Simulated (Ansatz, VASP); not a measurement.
One calculation of Na2S, two programs

Contents of INCAR:

```
SYSTEM = Na2S
  ALGO = Normal
  EDIFF = 1E-7
  EDIFFG = -0.005
  ENCUT = 500
  GGA = PE
  GGA_COMPAT = .FALSE.
  IBRION = 2
  ISIF = 3
  ISMEAR = 0
  LASPH = .TRUE.
  LCHARG = .FALSE.
  LREAL = .FALSE.
  LWAVE = .FALSE.
  NELM = 120
  NELMIN = 4
  NSW = 100
  PREC = Accurate
  SIGMA = 0.02
```

Contents of KPOINTS:

```
k-points
0
G
  8 8 8
  0 0 0
```

The input POSCAR:

```
Na2S
1.0
    0.0000000000      3.2839004104      3.2839004104
    3.2839004104      0.0000000000      3.2839004104
    3.2839004104      3.2839004104      0.0000000000
Na S
2 1
Direct
    0.2500000000      0.2500000000      0.2500000000
    0.7500000000      0.7500000000      0.7500000000
    0.0000000000      0.0000000000      0.0000000000
```

Input for Ansatz:

```yaml
crystal:
  lattice:
    - [0.0, 3.2839004104, 3.2839004104]
    - [3.2839004104, 0.0, 3.2839004104]
    - [3.2839004104, 3.2839004104, 0.0]
  atoms:
    - { symbol: Na, position: [0.25, 0.25, 0.25] }
    - { symbol: Na, position: [0.75, 0.75, 0.75] }
    - { symbol: S, position: [0.0, 0.0, 0.0] }
basis:
  ecutwfc: 420
kpoints:
  mp_grid: { grid: [8, 8, 8] }
hamiltonian:
  xc: pbe
scf:
  occupations: { method: gaussian, width: 0.02 }
output:
  forces: true
  stress: true
  eigenvalues: true
relax:
  adjacent_minimum: "off"
  f_tol: 0.005
  max_steps: 80
  cell: { stress_tol: 0.05 }
```

Alike in both runs: task relaxation of cell and atoms; functional PBE; k mesh 8 × 8 × 8; occupations gaussian, width 0.02 eV; no spin polarisation.

|  | VASP | Ansatz |
| --- | --- | --- |
| version | VASP 6.6.1 | Ansatz 0.2.0 |
| potentials or method | VASP PAW PBE potentials, release 64 (Na_pv, S), cutoff 500 eV | scalar-relativistic, plane waves, PAW |
| valence electrons in the cell | 20 | 24 |

```csv
,VASP,Ansatz,Ansatz less VASP
"gap on the k mesh at the Fermi level, each at its own relaxed structure (eV)",2.45,2.45,+0.002
relaxed volume (Å³/atom),23.61,23.61,0.000
relaxed cell length with the largest relative difference (Å),4.644,4.644,0.0000
```

VASP's potentials hold 20 valence electrons a cell and Ansatz's 24, so a difference there can come from the potentials and not from the codes.

Noted on VASP's run: the relaxation stopped at its first step, so nothing moved.
